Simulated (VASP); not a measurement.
Write the native input for VASP 6.6.1 that does the following.

```yaml
Task: single point
Functional: PBEsol
Potentials_or_basis: VASP PAW PBE potentials, release 64 (Mo_sv, Se)
Cutoff: 500 eV
k_mesh: 10 × 10 × 10
Occupations: gaussian, width 0.05 eV
Spin: collinear spin
Starting_moments: "[0.26, 0.0] μB"
Dipole_correction: no
Further_INCAR_settings: ALGO = Normal; EDIFF = 1e-06; NBANDS = 21
```

The structure of MoSe lies in POSCAR:

```
MoSe
1.0
    0.0000000000      2.5753605460      2.5753605460
    2.5753605460      0.0000000000      2.5753605460
    2.5753605460      2.5753605460      0.0000000000
Mo Se
1 1
Direct
    0.5000000000      0.5000000000      0.5000000000
    0.0000000000      0.0000000000      0.0000000000
```

These files were run (other wordings do the same):

INCAR

```
SYSTEM = MoSe
PREC = Accurate ; ENCUT = 500
EDIFF = 1E-6 ; ISMEAR = 0
SIGMA = 0.05 ; LREAL = .FALSE.
LASPH = .TRUE. ; NELM = 200
ALGO = Normal ; ISIF = 2
LWAVE = .FALSE. ; LCHARG = .FALSE.
ISPIN = 2 ; MAGMOM = 0.26 0
LORBIT = 11 ; LMAXMIX = 4
GGA = PS ; NBANDS = 21
GGA_COMPAT = .FALSE.
```

KPOINTS

```
Automatic mesh
0
G
  10 10 10
  0 0 0
```

Potentials or basis: VASP PAW PBE potentials, release 64 (Mo_sv, Se).

Run with:

```bash
$ cat potpaw_PBE.64/Mo_sv/POTCAR potpaw_PBE.64/Se/POTCAR > POTCAR
$ mpirun -np 1 vasp_std > vasp.out
```

Results of the run:

| Property | Result |
| --- | --- |
| Pressure | 0.2 GPa |
| Net moment | 0.14 μB per cell |
| Site moments | Mo +0.13; Se +0.00 μB |
| Valence electrons inside the program's atomic spheres | Mo 12.44; Se 3.96 |

Caveat: the PAW data sets were made with another functional, which shifts forces and pressure a little.

It took 110 s on 1 thread of Intel Xeon 8259CL, with other jobs on the host, peak memory 0.2 GiB.
